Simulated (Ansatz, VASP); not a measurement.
## One calculation of Sn, two programs

```
CELL_PARAMETERS angstrom
-1.89465 1.89465 1.89465
1.89465 -1.89465 1.89465
1.89465 1.89465 -1.89465
ATOMIC_POSITIONS crystal
Sn 0.00000 0.00000 0.00000
```

Alike in both runs: task single point; functional LDA; k mesh 11 × 11 × 11; no spin polarisation.

|  | VASP | Ansatz |
| --- | --- | --- |
| version | VASP 6.6.1 | Ansatz 0.2.0 |
| potentials or method | VASP PAW LDA potentials, release 64 (Sn_d), cutoff 520 eV | plane waves, PAW |
| occupations | methfessel-paxton of order 1, width 0.15 eV | cold, width 0.15 eV |
| valence electrons in the cell | 14 | 14 |

|  | VASP | Ansatz | Ansatz less VASP |
| --- | --- | --- | --- |
| pressure (GPa) | -3.0 | -3.0 | -0.03 |

LDA's correlation is that of Perdew and Zunger in VASP and of Perdew and Wang (1992) in Ansatz. Ansatz's warnings: stress scf threshold loose.
